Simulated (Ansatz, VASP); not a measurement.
# SnO2: VASP beside Ansatz

```
Sn O
1.0
     4.82651    0.00000    0.00000
     0.00000    4.82651    0.00000
     0.00000    0.00000    3.23915
Sn O
2 4
Direct
  0.00000 0.00000 0.00000
  0.50000 0.50000 0.50000
  0.30652 0.30652 0.00000
  0.80652 0.19348 0.50000
  0.19348 0.80652 0.50000
  0.69348 0.69348 0.00000
```

Alike in both runs: task single point; functional PBE; dispersion D3(BJ); k mesh 6 × 6 × 10; occupations gaussian, width 0.05 eV; non-collinear spin, spin-orbit coupling.

|  | VASP | Ansatz |
| --- | --- | --- |
| version | VASP 6.6.1 | Ansatz 0.2.0 |
| potentials or method | VASP PAW PBE potentials, release 64 (Sn_d, O), cutoff 520 eV | plane waves, PAW |
| valence electrons in the cell | 52 | 52 |

```csv
,VASP,Ansatz,Ansatz less VASP
pressure (GPa),-2.2,-2.9,-0.61
"traceless stress, the component that is largest in VASP (GPa)",0.17,-0.03,-0.198
rms of the force components (eV/Å),0.006,0.002,-0.0036
```

Atom by atom the forces differ by 0.008 eV/Å (rms over components).
